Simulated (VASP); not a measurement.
Sn23O47 (a cell with a defect), 70 atoms in the cell. The cell holds a defect, 70 atoms: a = 9.538 Å, b = 9.538 Å, c = 9.636 Å, α = 90.00°, β = 90.00°, γ = 90.00°. 

```yaml
Program: VASP 6.6.1
Task: single point
Functional: PBEsol
Potentials_or_basis: VASP PAW PBE potentials, release 64 (Sn_d, O)
Cutoff: 520 eV
k_mesh: 1 × 1 × 1, shifted
Occupations: fermi-dirac, width 0.05 eV
Spin: no spin polarisation
Dipole_correction: no
Further_INCAR_settings: LREAL = Auto; ALGO = Normal; EDIFF = 1e-06; NBANDS = 343; ISYM = -1
```

Potentials or basis: VASP PAW PBE potentials, release 64 (Sn_d, O).

Launch:

```bash
$ cat potpaw_PBE.64/Sn_d/POTCAR potpaw_PBE.64/O/POTCAR > POTCAR
$ mpirun -np 1 vasp_std > vasp.out
```

Hardware: 1 thread of Intel Xeon 8259CL, on a shared host.

Problem. How long does it take, and how much memory?

Solution. It took 28 min on 1 thread of Intel Xeon 8259CL, with other jobs on the host, peak memory 0.84 GiB. Counts: scf iterations 25, k points 1.
